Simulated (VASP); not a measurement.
A run of VASP 6.6.1:

File POSCAR:

```
O
1.0
   -0.9257161000      0.9257161000      0.9257161000
    0.9257161000     -0.9257161000      0.9257161000
    0.9257161000      0.9257161000     -0.9257161000
O
1
Direct
    0.0000000000      0.0000000000      0.0000000000
```

File INCAR.step1:

```
SYSTEM = O
ALGO     = Normal         ! electronic algorithm
EDIFF    = 1E-6           ! SCF threshold, eV
ENCUT    = 520            ! plane-wave cutoff, eV
ISIF     = 2              ! what is computed and relaxed
ISMEAR   = -1             ! smearing method
LASPH    = .True.         ! aspherical terms in the spheres
LCHARG   = .True.         ! write CHGCAR
LREAL    = .False.        ! projectors in reciprocal space
LWAVE    = .False.        ! write WAVECAR
NBANDS   = 9              ! bands
NELM     = 80             ! most SCF steps
PREC     = Accurate       ! precision mode
SIGMA    = 0.1            ! smearing width, eV
```

KPOINTS.step1

```
k-points
0
Gamma
  21 21 21
  0 0 0
```

The input INCAR.step2:

```
SYSTEM = O
ALGO     = Normal         ! electronic algorithm
EDIFF    = 1E-6           ! SCF threshold, eV
ENCUT    = 520            ! plane-wave cutoff, eV
ICHARG   = 11             ! starting density
ISIF     = 2              ! what is computed and relaxed
ISMEAR   = -5             ! smearing method
LASPH    = .True.         ! aspherical terms in the spheres
LCHARG   = .False.        ! write CHGCAR
LORBIT   = 11             ! projections on sites
LREAL    = .False.        ! projectors in reciprocal space
LWAVE    = .False.        ! write WAVECAR
NEDOS    = 1001           ! points of the DOS
NELM     = 80             ! most SCF steps
PREC     = Accurate       ! precision mode
SIGMA    = 0.1            ! smearing width, eV
```

KPOINTS.step2

```
k-points
0
Gamma
  32 32 32
  0 0 0
```

Potentials or basis: VASP PAW LDA potentials, release 64 (O).

The run is started by

```sh
$ cat potpaw_LDA.64/O/POTCAR > POTCAR
$ cp INCAR.step1 INCAR
$ cp KPOINTS.step1 KPOINTS
$ mpirun -np 1 vasp_std > vasp.out
$ cp INCAR.step2 INCAR
$ cp KPOINTS.step2 KPOINTS
$ mpirun -np 1 vasp_std > vasp.out
```

Hardware: 1 thread of AMD EPYC 9R45 96-Core Processor (Zen 5), with other jobs on the host.

Task: How long does it take, and how much memory?

Result: Run time: 20 s on 1 thread of AMD EPYC 9R45 96-Core Processor (Zen 5), with other jobs on the host, peak memory 0.14 GiB. Counts: k points 897.
